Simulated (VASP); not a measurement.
# SiC (pbesol) (Fm-3m) in VASP: further runs

Runs on SiC (pbesol). Level: PBEsol. Tasks: relaxation of cell and atoms.

Program: VASP 6.6.1. These are calculated values, not measurements. Logs are shortened: lines on timing, memory, paths and dates and some standing lists are left out, and cuts for length are marked.

## (1) The cell of the first run

Symmetry: Fm-3m, No. 225, cubic system. Conventional cell: a = 3.908 Å, b = 3.908 Å, c = 3.908 Å, α = 90.00°, β = 90.00°, γ = 90.00°. C (site symmetry m-3m) has 6 Si at 1.95 Å within 2.6 Å. Si (site symmetry m-3m) has 6 C at 1.95 Å within 2.6 Å.

## (2) Relaxation of cell and atoms, PBEsol, target pressure 30 GPa, at which the enthalpy is minimised

INCAR reads:

```
PREC = Accurate ; ENCUT = 600
EDIFF = 1E-7 ; ISMEAR = 0
SIGMA = 0.1 ; LREAL = F
LASPH = T ; NELM = 120
ALGO = Normal ; ISIF = 3
LWAVE = F ; LCHARG = F
GGA = PS ; IBRION = 2
NSW = 70 ; EDIFFG = -0.004
PSTRESS = 300.0 ; GGA_COMPAT = F
NELMIN = 4
```

KPOINTS reads:

```
regular mesh
0
Gamma
  16 16 16
```

POSCAR reads:

```
SiC
1.0
    0.0000000000      1.9542083714      1.9542083714
    1.9542083714      0.0000000000      1.9542083714
    1.9542083714      1.9542083714      0.0000000000
C Si
1 1
Direct
    0.0000000000      0.0000000000      0.0000000000
    0.5000000000      0.5000000000      0.5000000000
```

Potentials or basis: VASP PAW PBE potentials, release 64 (C, Si).

The run is started by

```console
$ cat potpaw_PBE.64/C/POTCAR potpaw_PBE.64/Si/POTCAR > POTCAR
$ mpirun -np 1 vasp_std > vasp.out
```

OUTCAR:

```text
PREC = Accurate
   ENCUT = 600
   EDIFF = 1E-7
   ISMEAR = 0
   LREAL = F
   LASPH = T
   NELM = 120
   ISIF = 3
   GGA = PS
   IBRION = 2
   NSW = 70
   EDIFFG = -0.004
   PSTRESS = 300.0
   NELMIN = 4

 ion  position               nearest neighbor table
   1  0.000  0.000  0.000-   2 1.95   2 1.95   2 1.95   2 1.95   2 1.95   2 1.95
   2  0.500  0.500  0.500-   1 1.95   1 1.95   1 1.95   1 1.95   1 1.95   1 1.95

  LATTYP: Found a face centered cubic cell.
 ALAT       =     3.9084167428

  Lattice vectors:

 A1 = (   0.0000000000,   1.9542083714,   1.9542083714)
 A2 = (   1.9542083714,   0.0000000000,   1.9542083714)
 A3 = (   1.9542083714,   1.9542083714,   0.0000000000)

Analysis of symmetry for initial positions (statically):
=====================================================================
 Subroutine PRICEL returns:
 Original cell was already a primitive cell.

 Routine SETGRP: Setting up the symmetry group for a
 face centered cubic supercell.

 Subroutine GETGRP returns: Found 48 space group operations
 (whereof 48 operations were pure point group operations)
 out of a pool of 48 trial point group operations.

The static configuration has the point symmetry O_h .

Analysis of symmetry for dynamics (positions and initial velocities):
=====================================================================
 Subroutine PRICEL returns:
 Original cell was already a primitive cell.

 Routine SETGRP: Setting up the symmetry group for a
 face centered cubic supercell.

 Subroutine GETGRP returns: Found 48 space group operations
 (whereof 48 operations were pure point group operations)
 out of a pool of 48 trial point group operations.

The dynamic configuration has the point symmetry O_h .

 Subroutine INISYM returns: Found 48 space group operations
 (whereof 48 operations are pure point group operations),
 and found     1 'primitive' translations

----------------------------------------------------------------------------------------

                                     Primitive cell

  volume of cell :      14.9260

  direct lattice vectors                    reciprocal lattice vectors
     0.000000000  1.954208371  1.954208371    -0.255858079  0.255858079  0.255858079
     1.954208371  0.000000000  1.954208371     0.255858079 -0.255858079  0.255858079
     1.954208371  1.954208371  0.000000000     0.255858079  0.255858079 -0.255858079

  length of vectors
     2.763667983  2.763667983  2.763667983     0.443159192  0.443159192  0.443159192

  position of ions in fractional coordinates (direct lattice)
     0.000000000  0.000000000  0.000000000
     0.500000000  0.500000000  0.500000000

  ion indices of the primitive-cell ions
   primitive index   ion index
                 1           1
                 2           2

----------------------------------------------------------------------------------------

 KPOINTS: regular mesh

Automatic generation of k-mesh.
 Grid dimensions read from file:
 generate k-points for:   16   16   16

 Generating k-lattice:

  Cartesian coordinates                     Fractional coordinates (reciprocal lattice)
    -0.015991130  0.015991130  0.015991130     0.062500000  0.000000000  0.000000000
     0.015991130 -0.015991130  0.015991130     0.000000000  0.062500000  0.000000000
     0.015991130  0.015991130 -0.015991130     0.000000000  0.000000000  0.062500000

  Length of vectors
     0.027697450  0.027697450  0.027697450

  Shift w.r.t. Gamma in fractional coordinates (k-lattice)
     0.000000000  0.000000000  0.000000000

 Subroutine IBZKPT returns following result:
 ===========================================

 Found    145 irreducible k-points:

 Following reciprocal coordinates:
            Coordinates               Weight
  0.000000  0.000000  0.000000      1.000000
  0.062500  0.000000  0.000000      8.000000
  0.125000  0.000000  0.000000      8.000000
  0.187500  0.000000  0.000000      8.000000
  0.250000  0.000000  0.000000      8.000000
  0.312500  0.000000  0.000000      8.000000
[... 16 lines left out ...]
 -0.125000  0.062500  0.000000     24.000000
 -0.062500  0.062500  0.000000     12.000000
 [... further k-points ...]
   k-points           NKPTS =    145   k-points in BZ     NKDIM =    145   number of bands    NBANDS=      8
   number of dos      NEDOS =    301   number of ions     NIONS =      2
   total plane-waves  NPLWV =  13824
   dimension x,y,z NGX =    24 NGY =   24 NGZ =   24
   dimension x,y,z NGXF=    48 NGYF=   48 NGZF=   48
   ions per type =               1   1
   NGX,Y,Z   is equivalent  to a cutoff of  14.44, 14.44, 14.44 a.u.
   NGXF,Y,Z  is equivalent  to a cutoff of  28.87, 28.87, 28.87 a.u.
 SYSTEM =  unknown system
   PREC   = accura    normal or accurate (medium, high low for compatibility)
   ISTART =      0    job   : 0-new  1-cont  2-samecut
   ICHARG =      2    charge: 1-file 2-atom 10-const
   ISPIN  =      1    spin polarized calculation?
   LNONCOLLINEAR =      F non collinear calculations
   LSORBIT =      F    spin-orbit coupling
   LASPH  =      T    aspherical Exc in radial PAW
   ENCUT  =  600.0 eV  44.10 Ry    6.64 a.u.   5.52  5.52  5.52*2*pi/ulx,y,z
   NELM   =    120;   NELMIN=  4; NELMDL= -5     # of ELM steps
   EDIFF  = 0.1E-06   stopping-criterion for ELM
   LREAL  =      F    real-space projection
   EDIFFG = -.4E-02   stopping-criterion for IOM
   NSW    =     70    number of steps for IOM
   IBRION =      2    ionic relax: 0-MD 1-quasi-New 2-CG
   NFREE  =      1    steps in history (QN), initial steepest desc. (CG)
   ISIF   =      3    stress and relaxation
   ISYM   =      2    0-nonsym 1-usesym 2-fastsym
   POTIM  = 0.5000    time-step for ionic-motion
   TEBEG  =    0.0;   TEEND  =   0.0 temperature during run
   PSTRESS=  300.0 pullay stress
   NELECT =       8.0000    total number of electrons
   NUPDOWN=      -1.0000    fix difference up-down
   EMIN   =  10.00;   EMAX   =-10.00  energy-range for DOS
   EFERMI =   0.00;   METHOD = LEGACY
   ISMEAR =     0;   SIGMA  =   0.10  broadening in eV -4-tet -1-fermi 0-gaus
   EFERMI_NEDOS =   21; number of points for ismear=-14 and -15
   IALGO  =     38    algorithm
   IMIX   =      4    mixing-type and parameters
     AMIX     =   0.40;   BMIX     =  1.00
     AMIX_MAG =   1.60;   BMIX_MAG =  1.00
  volume/ion in A,a.u.               =       7.46        50.36
  Fermi-wavevector in a.u.,A,eV,Ry     =   1.329813  2.512982 24.060584  1.768403
  Thomas-Fermi vector in A             =   2.458947
   LORBIT       =      0    0 simple, 1 ext, 2 COOP (PROOUT), +10 PAW based schemes
   GGA     = PS    functional components
   LHFCALC =     F    Hartree Fock is set to
   AEXX    =    0.0000 exact exchange contribution
   IVDW    =     0    specifies the selected vdW correction
   LEPSILON=     F    determine dielectric tensor
   LRPA    =     F    only Hartree local field effects (RPA)
 conjugate gradient relaxation of ions
 non-spin polarized calculation
 Gauss-broadening in eV      SIGMA  =   0.10
  energy-cutoff  :      600.00
  volume of cell :       14.93
 maximum number of plane-waves:       531
 NGX is ok and might be reduce to    24
   NGX = 11   NGY = 11   NGZ = 11

--------------------------------------- Ionic step        1  -------------------------------------------

 number of electron       8.0000000 magnetization

 Free energy of the ion-electron system (eV)
  ---------------------------------------------------
  ext. energy  EPLUGINS =         0.00000000
  ---------------------------------------------------
  free energy    TOTEN  =       -14.47024532 eV

  energy without entropy =      -14.46963493  energy(sigma->0) =      -14.46994012

------------------------ aborting loop because EDIFF is reached ----------------------------------------

  FORCE on cell =-STRESS in cart. coord.  units (eV):
  Direction    XX          YY          ZZ          XY          YZ          ZX
  --------------------------------------------------------------------------------------
  -------------------------------------------------------------------------------------
  Total        2.8475901      2.8475901      2.8475901     -0.0000000      0.0000000     -0.0000000
  in kB      305.6648160    305.6648160    305.6648160     -0.0000000      0.0000000     -0.0000000
  external PRESSURE =       5.6648160 kB  Pullay stress =     300.0000000 kB

 VOLUME and BASIS-vectors are now :
 -----------------------------------------------------------------------------
  energy-cutoff  :      600.00
  volume of cell :       14.93
      direct lattice vectors                 reciprocal lattice vectors
     0.000000000  1.954208371  1.954208371    -0.255858079  0.255858079  0.255858079
     1.954208371  0.000000000  1.954208371     0.255858079 -0.255858079  0.255858079
     1.954208371  1.954208371  0.000000000     0.255858079  0.255858079 -0.255858079
[... 46 lines left out ...]
  FREE ENERGIE OF THE ION-ELECTRON SYSTEM (eV)
  ---------------------------------------------------
  free  energy   TOTEN  =       -14.4808712515 eV

  energy  without entropy=      -14.4801801381  energy(sigma->0) =      -14.48052569

  enthalpy is  TOTEN    =       -11.6753681304 eV   P V=        2.8055031210

--------------------------------------- Ionic step        3  -------------------------------------------

 number of electron       8.0000000 magnetization

 Free energy of the ion-electron system (eV)
  ---------------------------------------------------
  ext. energy  EPLUGINS =         0.00000000
  ---------------------------------------------------
  free energy    TOTEN  =       -14.47434775 eV

  energy without entropy =      -14.47370836  energy(sigma->0) =      -14.47402806

 E-fermi :  14.1003     XC(G=0): -13.2612

 val. band max:       14.0804437857   @ k =  -0.0625   0.0625   0.0000
 cond. band min:      14.2007373177   @ k =   0.5000   0.4375   0.0000
 fundamental gap:      0.1202935320
 Fermi energy:        14.1003441552

 k-point     1 :       0.0000    0.0000    0.0000
  band No.  band energies     occupation
      1      -5.7062      2.00000
      2      14.0510      1.51513
      3      14.0510      1.51513
      4      14.0510      1.51512
      5      22.9266      0.00000
      6      22.9266      0.00000
      7      22.9266      0.00000
      8      23.5092      0.00000

 k-point     2 :       0.0625    0.0000    0.0000
  band No.  band energies     occupation
      1      -5.6041      2.00000
      2      13.4849      2.00000
      3      13.9735      1.92724
      4      13.9735      1.92724
      5      22.6955      0.00000
      6      23.1230      0.00000
      7      23.1230      0.00000
      8      23.7712      0.00000
[... 221 lines left out ...]
 k-point    23 :      -0.1250    0.0625    0.0000
  band No.  band energies     occupation
      1      -5.0618      2.00000
      2      11.4614      2.00000
      3      12.8458      2.00000
      4      14.0127      1.78493
      5      22.0968      0.00000
      6      23.1567      0.00000
      7      23.4273      0.00000
      8      24.0533      0.00000

 k-point    24 :      -0.0625    0.0625    0.0000
  band No.  band energies     occupation
      1      -5.4343      2.00000
      2      12.9137      2.00000
      3      13.3491      2.00000
      4      14.0804      1.22162
      5      22.4378      0.00000
      6      23.2229      0.00000
      7      23.3459      0.00000
      8      24.3175      0.00000

 [... further k-points ...]

------------------------ aborting loop because EDIFF is reached ----------------------------------------

  FORCE on cell =-STRESS in cart. coord.  units (eV):
  Direction    XX          YY          ZZ          XY          YZ          ZX
  --------------------------------------------------------------------------------------
  -------------------------------------------------------------------------------------
  Total        2.7996504      2.7996504      2.7996504      0.0000000      0.0000000      0.0000000
  in kB      300.0824865    300.0824865    300.0824865      0.0000000      0.0000000      0.0000000
  external PRESSURE =       0.0824865 kB  Pullay stress =     300.0000000 kB

 VOLUME and BASIS-vectors are now :
 -----------------------------------------------------------------------------
  energy-cutoff  :      600.00
  volume of cell :       14.95
      direct lattice vectors                 reciprocal lattice vectors
    -0.000000000  1.955155237  1.955155237    -0.255734169  0.255734169  0.255734169
     1.955155237 -0.000000000  1.955155237     0.255734169 -0.255734169  0.255734169
     1.955155237  1.955155237  0.000000000     0.255734169  0.255734169 -0.255734169

 POSITION                                       TOTAL-FORCE (eV/Angst)
 -----------------------------------------------------------------------------------
      0.00000      0.00000      0.00000         0.000000      0.000000      0.000000
      1.95516      1.95516      1.95516        -0.000000     -0.000000     -0.000000
 -----------------------------------------------------------------------------------
    total drift:                                0.000000     -0.000000     -0.000000

  FREE ENERGIE OF THE ION-ELECTRON SYSTEM (eV)
  ---------------------------------------------------
  free  energy   TOTEN  =       -14.4743477543 eV

  energy  without entropy=      -14.4737083634  energy(sigma->0) =      -14.47402806

  enthalpy is  TOTEN    =       -11.6754669437 eV   P V=        2.7988808106

 reached required accuracy - stopping structural energy minimisation
```

It took 26 s on 1 thread of Intel Xeon 6975P-C, shared host; peak memory 0.15 GiB.

What came out:

```
Free energy                                            : -14.4743 eV
Relaxed volume                                         : 7.47 Å³/atom
Relaxed cell                                           : a = 2.765 Å, b = 2.765 Å, c = 2.765 Å, α = 60.00°, β = 60.00°, γ = 60.00°
Space group after relaxing (to 0.05 Å)                 : Fm-3m (No. 225)
Energy change on relaxing (the enthalpy is what falls) : -2.1 meV/atom
Ionic steps                                            : 3
Pressure after relaxing                                : 30.0 GPa
Band gap on the k mesh                                 : zero (band 4 reaches 14.08 eV, above the bottom of band 5 at 13.82 eV)
```

Step by step:
| step | energy change (eV) | largest force (eV/Å) | pressure (GPa) | volume (Å³) |
| --- | --- | --- | --- | --- |
| 1 | 0.0000 | 0.0000 | 30.57 | 14.93 |
| 2 | -0.0106 | 0.0000 | 29.11 | 14.98 |
| 3 | -0.0041 | 0.0000 | 30.01 | 14.95 |

Final structure:
```
C Si
1.0
     0.00000    1.95516    1.95516
     1.95516    0.00000    1.95516
     1.95516    1.95516    0.00000
C Si
1 1
Direct
  0.00000 0.00000 0.00000
  0.50000 0.50000 0.50000
```

Levels at points of the mesh, in eV from the Fermi level:
```csv
k point,band 1,band 2,band 3,band 4,band 5,band 6,band 7,band 8
"(0.00, 0.00, 0.00)",-19.81,-0.05,-0.05,-0.05,8.83,8.83,8.83,9.41
"(0.50, 0.00, 0.00)",-14.17,-12.51,-1.40,-1.40,5.64,5.64,6.48,10.69
"(0.50, 0.50, 0.00)",-12.09,-10.91,-4.81,-4.81,-0.28,1.85,16.30,16.40
```

Caveat: the cell is relaxed towards a set pressure, so the enthalpy falls and the energy may rise; the PAW data sets were made with another functional, which shifts forces and pressure a little.

## (3) Relaxation of cell and atoms, PBEsol, target pressure 1e-06 GPa, at which the enthalpy is minimised

INCAR reads:

```
PREC = Accurate
ENCUT = 600
EDIFF = 1E-7
ISMEAR = 0
SIGMA = 0.1
LREAL = False
LASPH = True
NELM = 120
ALGO = Normal
ISIF = 3
LWAVE = False
LCHARG = False
GGA = PS
IBRION = 2
NSW = 70
EDIFFG = -0.004
PSTRESS = 9.999999999999999e-06
GGA_COMPAT = False
NELMIN = 4
```

KPOINTS reads:

```
Automatic mesh
0
Gamma
  16 16 16
```

POSCAR reads:

```
SiC
1.0
    0.0000000000      1.9542450567      1.9542450567
    1.9542450567      0.0000000000      1.9542450567
    1.9542450567      1.9542450567      0.0000000000
C Si
1 1
Direct
    0.0000000000      0.0000000000      0.0000000000
    0.5000000000      0.5000000000      0.5000000000
```

Potentials or basis: VASP PAW PBE potentials, release 64 (C, Si).

The run is started by

```console
$ cat potpaw_PBE.64/C/POTCAR potpaw_PBE.64/Si/POTCAR > POTCAR
$ mpirun -np 1 vasp_std > vasp.out
```

Wall time 30 s (1 thread of Intel Xeon 6975P-C, shared host); peak memory 0.15 GiB.

The run converged. Its results:

| Property | Result |
| --- | --- |
| Free energy | -14.6023 eV |
| Relaxed volume | 8.22 Å³/atom |
| Relaxed cell | a = 2.854 Å, b = 2.854 Å, c = 2.854 Å, α = 60.00°, β = 60.00°, γ = 60.00° |
| Space group after relaxing (to 0.05 Å) | Fm-3m (No. 225) |
| Energy change on relaxing (the enthalpy is what falls) | -66.0 meV/atom |
| Ionic steps | 4 |
| Pressure after relaxing | 0.0 GPa |
| Band gap on the k mesh | zero (band 4 reaches 12.57 eV, above the bottom of band 5 at 11.63 eV) |

Step by step:
```tsv
step	energy change (eV)	largest force (eV/Å)	pressure (GPa)	volume (Å³)
1	0.0000	0.0000	30.54	14.93
2	-0.0052	0.0000	-21.20	18.22
3	-0.1319	0.0000	-0.46	16.47
4	-0.1319	0.0000	0.01	16.44
```

Final structure:
```
C Si
1.0
     0.00000    2.01820    2.01820
     2.01820    0.00000    2.01820
     2.01820    2.01820    0.00000
C Si
1 1
Direct
  0.00000 0.00000 0.00000
  0.50000 0.50000 0.50000
```

Levels at points of the mesh, in eV from the Fermi level:
```tsv
k point	band 1	band 2	band 3	band 4	band 5	band 6	band 7	band 8
(0.00, 0.00, 0.00)	-18.54	0.05	0.05	0.05	7.72	8.91	8.91	8.91
(0.50, 0.00, 0.00)	-13.30	-11.61	-1.03	-1.03	5.30	5.30	5.97	9.70
(0.50, 0.50, 0.00)	-11.49	-9.90	-4.31	-4.31	-0.82	2.41	14.97	14.97
```

Caveat: the cell is relaxed towards a set pressure, so the enthalpy falls and the energy may rise; the PAW data sets were made with another functional, which shifts forces and pressure a little.
